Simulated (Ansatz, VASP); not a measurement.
One calculation of Ir, two programs

```
Ir
1.0
     2.75138    0.00000    0.00000
    -1.37569    2.38276    0.00000
     0.00000    0.00000    4.46229
Ir
2
Direct
  0.66667 0.33333 0.75000
  0.33333 0.66667 0.25000
```

Alike in both runs: task single point; functional LDA; k mesh 14 × 14 × 8; no spin polarisation.

|  | VASP | Ansatz |
| --- | --- | --- |
| version | VASP 6.6.1 | Ansatz 0.2.0 |
| potentials or method | VASP PAW LDA potentials, release 64 (Ir), cutoff 520 eV | plane waves, PAW |
| occupations | methfessel-paxton of order 1, width 0.15 eV | cold, width 0.15 eV |
| valence electrons in the cell | 18 | 34 |

```tsv
	VASP	Ansatz	Ansatz less VASP
pressure (GPa)	-15.9	-18.0	-2.06
traceless stress, the component that is largest in VASP (GPa)	-0.32	-0.56	-0.237
```

LDA's correlation is that of Perdew and Zunger in VASP and of Perdew and Wang (1992) in Ansatz. VASP's potentials hold 18 valence electrons a cell and Ansatz's 34, so a difference there can come from the potentials and not from the codes.

Neither program's run includes spin-orbit coupling.
